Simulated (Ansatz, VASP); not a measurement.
**CuRu4: VASP beside Ansatz**

```
CELL_PARAMETERS angstrom
2.70132 0.00000 0.00000
-1.35066 2.33941 0.00000
0.00000 0.00000 10.75192
ATOMIC_POSITIONS crystal
Cu 0.00000 0.00000 0.00000
Ru 0.33333 0.66667 0.79669
Ru 0.33333 0.66667 0.40080
Ru 0.66667 0.33333 0.20331
Ru 0.66667 0.33333 0.59920
```

Change from the starting cell: species swapped into the Co4H type (P-3m1, No. 164).

Alike in both runs: functional PBE; k mesh 18 × 18 × 4; occupations gaussian, width 0.1 eV; no spin polarisation.

Ansatz relaxed the structure, and its values are those at the end. VASP's run is a single point on that final structure, the one shown.

```csv
,VASP,Ansatz
version,VASP 6.6.1,Ansatz 0.2.0
potentials or method,"VASP PAW PBE potentials, release 64 (Cu, Ru_pv), cutoff 520 eV","scalar-relativistic, plane waves, PAW"
valence electrons in the cell,67,83
```

```csv
,VASP,Ansatz,Ansatz less VASP
gap on the k mesh at the Fermi level (eV),none,none,-
pressure (GPa),0.1,0.0,-0.08
rms of the force components (eV/Å),0.005,0.000,-0.0041
```

A gap of «none» marks a metal or a gap that the smearing closes. VASP's potentials hold 67 valence electrons a cell and Ansatz's 83, so a difference there can come from the potentials and not from the codes.
